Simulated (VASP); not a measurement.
Input of a VASP 6.6.1 run:

INCAR

```
ALGO = Normal
EDIFF = 1E-6
ENCUT = 520
GGA = PE
ISIF = 2
ISMEAR = -1
LASPH = True
LCHARG = True
LELF = True
LREAL = False
LVHAR = True
LWAVE = False
NBANDS = 16
NELM = 100
PREC = Accurate
SIGMA = 0.15
```

File KPOINTS:

```
k-points
0
Gamma
  10 10 8
```

Contents of POSCAR:

```
ZrB2
1.0
    3.1487241912      0.0000000000      0.0000000000
   -1.5743620956      2.7268756059      0.0000000000
    0.0000000000      0.0000000000      3.5092878761
Zr B
1 2
Direct
    0.0000000000      0.0000000000      0.0000000000
    0.3333333333      0.6666666667      0.5000000000
    0.6666666667      0.3333333333      0.5000000000
```

Potentials or basis: VASP PAW PBE potentials, release 64 (Zr_sv, B).

Launch:

```console
$ cat potpaw_PBE.64/Zr_sv/POTCAR potpaw_PBE.64/B/POTCAR > POTCAR
$ mpirun -np 1 vasp_std > vasp.out
```

Question: Predict the pressure.

Answer: 6.1 GPa.

Question: Estimate the band gap on the k mesh.

Answer: Zero (bands 9 and 10 overlap by 0.83 eV).

Stress tensor (GPa, compression positive):
```
5.96 0.00 0.00
0.00 5.96 0.00
0.00 0.00 6.35
```

Caveat: the cell stands under pressure.
